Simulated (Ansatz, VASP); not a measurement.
One calculation of ScB4, two programs

```
Sc B
1.0
     3.33647    0.00000    0.00000
     0.00000    3.33647    0.00000
     0.00000    0.00000    4.38145
Sc B
1 4
Direct
  0.00000 0.00000 0.50000
  0.50000 0.00000 0.00000
  0.00000 0.50000 0.00000
  0.50000 0.50000 0.00000
  0.50000 0.50000 0.50000
```

Alike in both runs: functional PBE; k mesh 6 × 6 × 4; occupations gaussian, width 0.1 eV; no spin polarisation.

Ansatz relaxed the structure, and its values are those at the end. VASP's run is a single point on that final structure, the one shown.

|  | VASP | Ansatz |
| --- | --- | --- |
| version | VASP 6.6.1 | Ansatz 0.2.0 |
| potentials or method | VASP PAW PBE potentials, release 64 (Sc_sv, B), cutoff 520 eV | scalar-relativistic, plane waves, PAW |
| valence electrons in the cell | 23 | 23 |

Ansatz gave:

- gap on the k mesh at the Fermi level (eV): none
- pressure (GPa): 0.0

Problem. Estimate VASP's values.

Solution. gap on the k mesh at the Fermi level (eV): none; pressure (GPa): 0.1.

A gap of «none» marks a metal or a gap that the smearing closes.
